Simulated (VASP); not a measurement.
# Mg5CdSe6 (P-3m1) in VASP: single point with PBE

Aim: the single point of Mg5CdSe6 with PBE.

Everything below comes from runs of VASP 6.6.1. Logs are shortened: lines on timing, memory, paths and dates and some standing lists are left out, and cuts for length are marked.

## (1) The cell of the first run

The structure is trigonal, space group P-3m1 (No. 164). Conventional cell: a = 3.924 Å, b = 3.924 Å, c = 19.238 Å, α = 90.00°, β = 90.00°, γ = 120.00°. Mg (site symmetry 3m) has 6 Se at 2.76 to 2.77 Å within 3.6 Å. Mg (site symmetry 3m) has 6 Se at 2.76 Å within 3.6 Å. Within 3.6 Å of Mg (site symmetry -3m) lie 6 Se at 2.76 Å. Cd (site symmetry -3m) has 6 Se at 2.84 Å within 3.7 Å. Se (site symmetry 3m) has 6 Mg at 2.76 to 2.77 Å within 3.6 Å. Se (site symmetry 3m) has 6 Mg at 2.76 Å within 3.6 Å. Within 3.6 Å of Se (site symmetry 3m) lie 3 Mg at 2.76 Å and 3 Cd at 2.84 Å.

## (2) Single point, PBE

Input file INCAR:

```
SYSTEM = Mg5CdSe6
PREC = Accurate
ENCUT = 520
EDIFF = 1E-7
ISMEAR = 0
SIGMA = 0.02
LREAL = .False.
LASPH = .True.
NELM = 100
ALGO = Normal
ISIF = 2
LWAVE = .False.
LCHARG = .False.
GGA = PE
NBANDS = 41
```

Input file KPOINTS:

```
regular mesh
0
Gamma
  12 12 2
  0 0 0
```

Input file POSCAR:

```
Mg5CdSe6
1.0
    3.9236653785      0.0000000000      0.0000000000
   -1.9618326893      3.3979938938      0.0000000000
    0.0000000000      0.0000000000     19.2384149616
Mg Cd Se
5 1 6
Direct
    0.3333333333      0.6666666667      0.8293234876
    0.6666666667      0.3333333333      0.6646535316
    0.0000000000      0.0000000000      0.5000000000
    0.3333333333      0.6666666667      0.3353464684
    0.6666666667      0.3333333333      0.1706765124
    0.0000000000      0.0000000000      0.0000000000
    0.0000000000      0.0000000000      0.7469144775
    0.3333333333      0.6666666667      0.5823128204
    0.6666666667      0.3333333333      0.4176871796
    0.0000000000      0.0000000000      0.2530855225
    0.3333333333      0.6666666667      0.0890587343
    0.6666666667      0.3333333333      0.9109412657
```

Potentials or basis: VASP PAW PBE potentials, release 64 (Mg, Cd, Se).

Command:

```bash
$ cat potpaw_PBE.64/Mg/POTCAR potpaw_PBE.64/Cd/POTCAR potpaw_PBE.64/Se/POTCAR > POTCAR
$ mpirun -np 1 vasp_std > vasp.out
```

OUTCAR:

```text
SYSTEM = Mg5CdSe6
   PREC = Accurate
   ENCUT = 520
   EDIFF = 1E-7
   ISMEAR = 0
   LREAL = .False.
   LASPH = .True.
   NELM = 100
   ISIF = 2
   GGA = PE

 ion  position               nearest neighbor table
   1  0.333  0.667  0.829-  12 2.76  12 2.76  12 2.76   7 2.77   7 2.77   7 2.77
   2  0.667  0.333  0.665-   7 2.76   7 2.76   7 2.76   8 2.76   8 2.76   8 2.76
   3  0.000  0.000  0.500-   8 2.76   9 2.76   9 2.76   8 2.76   9 2.76   8 2.76
   4  0.333  0.667  0.335-  10 2.76  10 2.76  10 2.76   9 2.76   9 2.76   9 2.76
   5  0.667  0.333  0.171-  11 2.76  11 2.76  11 2.76  10 2.77  10 2.77  10 2.77
   6  0.000  0.000  0.000-  11 2.84  12 2.84  12 2.84  11 2.84  12 2.84  11 2.84
   7  0.000  0.000  0.747-   2 2.76   2 2.76   2 2.76   1 2.77   1 2.77   1 2.77
   8  0.333  0.667  0.582-   3 2.76   3 2.76   3 2.76   2 2.76   2 2.76   2 2.76
   9  0.667  0.333  0.418-   3 2.76   3 2.76   3 2.76   4 2.76   4 2.76   4 2.76
  10  0.000  0.000  0.253-   4 2.76   4 2.76   4 2.76   5 2.77   5 2.77   5 2.77
  11  0.333  0.667  0.089-   5 2.76   5 2.76   5 2.76   6 2.84   6 2.84   6 2.84
  12  0.667  0.333  0.911-   1 2.76   1 2.76   1 2.76   6 2.84   6 2.84   6 2.84

  LATTYP: Found a hexagonal cell.
 ALAT       =     3.9236653785
 C/A-ratio  =     4.9031742276

  Lattice vectors:

 A1 = (   3.9236653785,   0.0000000000,   0.0000000000)
 A2 = (  -1.9618326893,   3.3979938938,   0.0000000000)
 A3 = (   0.0000000000,   0.0000000000,  19.2384149616)

Analysis of symmetry for initial positions (statically):
=====================================================================
 Subroutine PRICEL returns:
 Original cell was already a primitive cell.

 Routine SETGRP: Setting up the symmetry group for a
 hexagonal supercell.

 Subroutine GETGRP returns: Found 12 space group operations
 (whereof 12 operations were pure point group operations)
 out of a pool of 24 trial point group operations.

The static configuration has the point symmetry D_3d.

Analysis of symmetry for dynamics (positions and initial velocities):
=====================================================================
 Subroutine PRICEL returns:
 Original cell was already a primitive cell.

 Routine SETGRP: Setting up the symmetry group for a
 hexagonal supercell.

 Subroutine GETGRP returns: Found 12 space group operations
 (whereof 12 operations were pure point group operations)
 out of a pool of 24 trial point group operations.

The dynamic configuration has the point symmetry D_3d.

 Subroutine INISYM returns: Found 12 space group operations
 (whereof 12 operations are pure point group operations),
 and found     1 'primitive' translations

----------------------------------------------------------------------------------------

                                     Primitive cell

  volume of cell :     256.4979

  direct lattice vectors                    reciprocal lattice vectors
     3.923665378  0.000000000  0.000000000     0.254863732  0.147145644  0.000000000
    -1.961832689  3.397993894  0.000000000     0.000000000  0.294291288  0.000000000
     0.000000000  0.000000000 19.238414962     0.000000000  0.000000000  0.051979334

  length of vectors
     3.923665378  3.923665379 19.238414962     0.294291288  0.294291288  0.051979334

  position of ions in fractional coordinates (direct lattice)
     0.333333333  0.666666667  0.829323488
     0.666666667  0.333333333  0.664653532
     0.000000000  0.000000000  0.500000000
     0.333333333  0.666666667  0.335346468
     0.666666667  0.333333333  0.170676512
     0.000000000  0.000000000  0.000000000
     0.000000000  0.000000000  0.746914477
     0.333333333  0.666666667  0.582312820
     0.666666667  0.333333333  0.417687180
     0.000000000  0.000000000  0.253085523
     0.333333333  0.666666667  0.089058734
     0.666666667  0.333333333  0.910941266

  ion indices of the primitive-cell ions
   primitive index   ion index
                 1           1
                 2           2
                 3           3
                 4           4
                 5           5
                 6           6
                 7           7
                 8           8
                 9           9
                10          10
                11          11
                12          12

----------------------------------------------------------------------------------------

 KPOINTS: regular mesh

Automatic generation of k-mesh.
 Grid dimensions read from file:
 generate k-points for:   12   12    2

 Generating k-lattice:

  Cartesian coordinates                     Fractional coordinates (reciprocal lattice)
     0.021238644  0.012262137  0.000000000     0.083333333  0.000000000  0.000000000
     0.000000000  0.024524274  0.000000000     0.000000000  0.083333333  0.000000000
     0.000000000  0.000000000  0.025989667     0.000000000  0.000000000  0.500000000

  Length of vectors
     0.024524274  0.024524274  0.025989667

  Shift w.r.t. Gamma in fractional coordinates (k-lattice)
     0.000000000  0.000000000  0.000000000

 Subroutine IBZKPT returns following result:
 ===========================================

 Found     38 irreducible k-points:

 Following reciprocal coordinates:
            Coordinates               Weight
  0.000000  0.000000  0.000000      1.000000
  0.083333  0.000000  0.000000      6.000000
  0.166667  0.000000  0.000000      6.000000
  0.250000  0.000000  0.000000      6.000000
  0.333333  0.000000  0.000000      6.000000
  0.416667  0.000000  0.000000      6.000000
[... 16 lines left out ...]
  0.250000  0.000000  0.500000      6.000000
  0.333333  0.000000  0.500000      6.000000
 [... further k-points ...]
   k-points           NKPTS =     38   k-points in BZ     NKDIM =     38   number of bands    NBANDS=     41
   number of dos      NEDOS =    301   number of ions     NIONS =     12
   total plane-waves  NPLWV = 129600
   dimension x,y,z NGX =    30 NGY =   30 NGZ =  144
   dimension x,y,z NGXF=    60 NGYF=   60 NGZF=  288
   ions per type =               5   1   6
   NGX,Y,Z   is equivalent  to a cutoff of  12.71, 12.71, 12.44 a.u.
   NGXF,Y,Z  is equivalent  to a cutoff of  25.42, 25.42, 24.89 a.u.
 SYSTEM =  Mg5CdSe6
   PREC   = accura    normal or accurate (medium, high low for compatibility)
   ISTART =      0    job   : 0-new  1-cont  2-samecut
   ICHARG =      2    charge: 1-file 2-atom 10-const
   ISPIN  =      1    spin polarized calculation?
   LNONCOLLINEAR =      F non collinear calculations
   LSORBIT =      F    spin-orbit coupling
   LASPH  =      T    aspherical Exc in radial PAW
   ENCUT  =  520.0 eV  38.22 Ry    6.18 a.u.   7.30  7.30 35.77*2*pi/ulx,y,z
   NELM   =    100;   NELMIN=  2; NELMDL= -5     # of ELM steps
   EDIFF  = 0.1E-06   stopping-criterion for ELM
   LREAL  =      F    real-space projection
   EDIFFG = 0.1E-05   stopping-criterion for IOM
   NSW    =      0    number of steps for IOM
   IBRION =     -1    ionic relax: 0-MD 1-quasi-New 2-CG
   NFREE  =      0    steps in history (QN), initial steepest desc. (CG)
   ISIF   =      2    stress and relaxation
   ISYM   =      2    0-nonsym 1-usesym 2-fastsym
   POTIM  = 0.5000    time-step for ionic-motion
   TEBEG  =    0.0;   TEEND  =   0.0 temperature during run
   PSTRESS=    0.0 pullay stress
   NELECT =      58.0000    total number of electrons
   NUPDOWN=      -1.0000    fix difference up-down
   EMIN   =  10.00;   EMAX   =-10.00  energy-range for DOS
   EFERMI =   0.00;   METHOD = LEGACY
   ISMEAR =     0;   SIGMA  =   0.02  broadening in eV -4-tet -1-fermi 0-gaus
   EFERMI_NEDOS =   21; number of points for ismear=-14 and -15
   IALGO  =     38    algorithm
   IMIX   =      4    mixing-type and parameters
     AMIX     =   0.40;   BMIX     =  1.00
     AMIX_MAG =   1.60;   BMIX_MAG =  1.00
  volume/ion in A,a.u.               =      21.37       144.24
  Fermi-wavevector in a.u.,A,eV,Ry     =   0.997370  1.884756 13.534348  0.994747
  Thomas-Fermi vector in A             =   2.129521
   LORBIT       =      0    0 simple, 1 ext, 2 COOP (PROOUT), +10 PAW based schemes
   GGA     = PE    functional components
   LHFCALC =     F    Hartree Fock is set to
   AEXX    =    0.0000 exact exchange contribution
   IVDW    =     0    specifies the selected vdW correction
   LEPSILON=     F    determine dielectric tensor
   LRPA    =     F    only Hartree local field effects (RPA)
 non-spin polarized calculation
 Gauss-broadening in eV      SIGMA  =   0.02
  energy-cutoff  :      520.00
  volume of cell :      256.50
 maximum number of plane-waves:      6948
 NGX is ok and might be reduce to    30
   NGX = 15   NGY = 15   NGZ = 71

 number of electron      57.9999990 magnetization

 Free energy of the ion-electron system (eV)
  ---------------------------------------------------
  ext. energy  EPLUGINS =         0.00000000
  ---------------------------------------------------
  free energy    TOTEN  =       -42.56243053 eV

  energy without entropy =      -42.56243053  energy(sigma->0) =      -42.56243053

 E-fermi :   3.0124     XC(G=0):  -9.4806

 val. band max:        2.9058571600   @ k =   0.0000   0.0000   0.5000
 cond. band min:       3.9931784866   @ k =   0.5000   0.0000   0.0000
 fundamental gap:      1.0873213266
 Fermi energy:         3.0123875588

 k-point     1 :       0.0000    0.0000    0.0000
  band No.  band energies     occupation
      1      -9.9496      2.00000
      2      -9.7401      2.00000
      3      -9.7309      2.00000
      4      -9.2523      2.00000
      5      -9.2109      2.00000
      6      -8.9195      2.00000
[... 33 lines left out ...]
     40       9.2537      0.00000
     41       9.2537      0.00000

 k-point     2 :       0.0833    0.0000    0.0000
  band No.  band energies     occupation
      1      -9.9003      2.00000
      2      -9.6965      2.00000
      3      -9.6852      2.00000
      4      -9.2235      2.00000
      5      -9.1768      2.00000
      6      -8.8971      2.00000
[... 957 lines left out ...]
     40       9.2539      0.00000
     41       9.4207      0.00000

 k-point    24 :       0.3333    0.0000    0.5000
  band No.  band energies     occupation
      1      -9.2591      2.00000
      2      -9.2583      2.00000
      3      -9.0585      2.00000
      4      -8.9889      2.00000
      5      -8.7796      2.00000
      6      -8.6910      2.00000
[... 33 lines left out ...]
     40       9.1771      0.00000
     41       9.2161      0.00000

 [... further k-points ...]
[... 5 lines left out ...]
  --------------------------------------------------------------------------------------
  -------------------------------------------------------------------------------------
  Total       -0.0704061     -0.0704061     -0.0617783      0.0000000      0.0000000      0.0000000
  in kB       -0.4397814     -0.4397814     -0.3858896      0.0000000      0.0000000      0.0000000
  external PRESSURE =      -0.4218175 kB  Pullay stress =       0.0000000 kB

 VOLUME and BASIS-vectors are now :
 -----------------------------------------------------------------------------
  energy-cutoff  :      520.00
  volume of cell :      256.50
      direct lattice vectors                 reciprocal lattice vectors
     3.923665378  0.000000000  0.000000000     0.254863732  0.147145644  0.000000000
    -1.961832689  3.397993894  0.000000000     0.000000000  0.294291288  0.000000000
     0.000000000  0.000000000 19.238414962     0.000000000  0.000000000  0.051979334

 POSITION                                       TOTAL-FORCE (eV/Angst)
 -----------------------------------------------------------------------------------
     -0.00000      2.26533     15.95487         0.000000      0.000000     -0.000860
      1.96183      1.13266     12.78688         0.000000      0.000000      0.000219
      0.00000      0.00000      9.61921         0.000000      0.000000      0.000000
     -0.00000      2.26533      6.45153         0.000000      0.000000     -0.000219
      1.96183      1.13266      3.28355         0.000000      0.000000      0.000860
      0.00000      0.00000      0.00000         0.000000      0.000000      0.000000
      0.00000      0.00000     14.36945         0.000000      0.000000     -0.000232
     -0.00000      2.26533     11.20278        -0.000000      0.000000     -0.000112
      1.96183      1.13266      8.03564         0.000000     -0.000000      0.000112
      0.00000      0.00000      4.86896         0.000000      0.000000      0.000232
     -0.00000      2.26533      1.71335        -0.000000      0.000000      0.041107
      1.96183      1.13266     17.52507         0.000000     -0.000000     -0.041107
 -----------------------------------------------------------------------------------
    total drift:                                0.000000     -0.000000      0.000000

  FREE ENERGIE OF THE ION-ELECTRON SYSTEM (eV)
  ---------------------------------------------------
  free  energy   TOTEN  =       -42.5624305255 eV

  energy  without entropy=      -42.5624305255  energy(sigma->0) =      -42.56243053
```

Run time: 13 min. Hardware: 1 thread of AMD EPYC 7R43 (Zen 3), shared host; peak memory 0.53 GiB.

Results:

```yaml
Free_energy: -42.5624 eV
Pressure: 0.0 GPa
Largest_force: 0.041 eV/Å
Band_gap_on_the_k_mesh: 1.09 eV (least direct gap 1.52 eV)
```

Forces in eV/Å, atoms in the order of the input:
```
Mg   0.000  0.000 -0.001
Mg   0.000  0.000  0.000
Mg   0.000  0.000  0.000
Mg   0.000  0.000  0.000
Mg   0.000  0.000  0.001
Cd   0.000  0.000  0.000
Se   0.000  0.000  0.000
Se   0.000  0.000  0.000
Se   0.000  0.000  0.000
Se   0.000  0.000  0.000
Se   0.000  0.000  0.041
Se   0.000  0.000 -0.041
```

Levels at points of the mesh, in eV from the valence-band top:
```tsv
k point	band 25	band 26	band 27	band 28	band 29	band 30	band 31	band 32	band 33	band 34
(0.00, 0.00, 0.00)	-0.17	-0.17	-0.17	-0.01	-0.01	1.81	3.28	3.42	3.59	3.74
(0.50, 0.00, 0.00)	-1.51	-1.02	-0.92	-0.48	-0.43	1.09	2.26	2.54	3.55	3.89
(0.00, 0.00, 0.50)	-0.26	-0.22	-0.22	0.00	0.00	2.23	2.69	3.63	3.64	3.76
(0.50, 0.00, 0.50)	-1.27	-0.97	-0.78	-0.72	-0.46	1.22	1.90	3.09	3.27	3.87
```
